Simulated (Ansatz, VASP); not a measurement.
## AlN: VASP beside Ansatz

The input INCAR:

```
SYSTEM = AlN
  PREC = Accurate
  ENCUT = 520
  EDIFF = 1E-6
  ISMEAR = 0
  SIGMA = 0.01
  LREAL = .FALSE.
  LASPH = .TRUE.
  NELM = 60
  ALGO = Normal
  ISIF = 2
  LWAVE = .FALSE.
  LCHARG = .TRUE.
  GGA = CA
  LELF = .TRUE.
  LVHAR = .TRUE.
  NBANDS = 11
```

File KPOINTS:

```
Automatic mesh
0
G
  8 8 8
  0 0 0
```

POSCAR

```
AlN
1.0
    0.0000000000      2.2268282865      2.2268282865
    2.2268282865      0.0000000000      2.2268282865
    2.2268282865      2.2268282865      0.0000000000
Al N
1 1
Direct
    0.0000000000      0.0000000000      0.0000000000
    0.7500000000      0.7500000000      0.7500000000
```

Input for Ansatz:

```yaml
crystal:
  lattice:
    - [0.0, 2.226828286493186, 2.226828286493186]
    - [2.226828286493186, 0.0, 2.226828286493186]
    - [2.226828286493186, 2.226828286493186, 0.0]
  atoms:
    - { symbol: Al, position: [0.0, 0.0, 0.0] }
    - { symbol: "N", position: [0.75, 0.75, 0.75] }
basis:
  ecutwfc: 420.0
kpoints:
  mp_grid:
    grid: [8, 8, 8]
hamiltonian:
  xc: lda
  pseudopotentials:
    kind: paw
scf:
  occupations:
    method: fixed
output:
  stress: true
```

Alike in both runs: task single point; functional LDA; k mesh 8 × 8 × 8; no spin polarisation.

|  | VASP | Ansatz |
| --- | --- | --- |
| version | VASP 6.6.1 | Ansatz 0.2.0 |
| potentials or method | VASP PAW LDA potentials, release 64 (Al, N), cutoff 520 eV | plane waves, PAW |
| occupations | gaussian, width 0.01 eV | fixed |
| valence electrons in the cell | 8 | 8 |

```tsv
	VASP	Ansatz	Ansatz less VASP
pressure (GPa)	-13.4	-13.8	-0.40
```

LDA's correlation is that of Perdew and Zunger in VASP and of Perdew and Wang (1992) in Ansatz.
